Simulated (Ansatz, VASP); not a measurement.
## Two plane-wave programs on Sc

```
Sc
1.0
     3.11688    0.00000    0.00000
    -1.55844    2.69930    0.00000
     0.00000    0.00000   27.53153
Sc
4
Direct
  0.66667 0.33333 0.25425
  0.33333 0.66667 0.34674
  0.66667 0.33333 0.43990
  0.33333 0.66667 0.53244
```

Alike in both runs: task single point; functional PBEsol; dispersion D3(BJ); k mesh 18 × 18 × 1; occupations methfessel-paxton of order 1, width 0.1 eV; no spin polarisation.

|  | VASP | Ansatz |
| --- | --- | --- |
| version | VASP 6.6.1 | Ansatz 0.2.0 |
| potentials or method | VASP PAW PBE potentials, release 64 (Sc_sv), cutoff 400 eV | scalar-relativistic, plane waves, PAW |
| valence electrons in the cell | 44 | 44 |

|  | VASP | Ansatz | Ansatz less VASP |
| --- | --- | --- | --- |
| gap on the k mesh at the Fermi level (eV) | none | none | - |
| rms of the force components (eV/Å) | 0.017 | 0.017 | 0.0000 |

VASP's potentials were made for PBE, not for PBEsol, and Ansatz warns of the same on its side. Atom by atom the forces differ by 0.002 eV/Å (rms over components). A gap of «none» marks a metal or a gap that the smearing closes. Ansatz's warnings: xc potential rough in thin density.
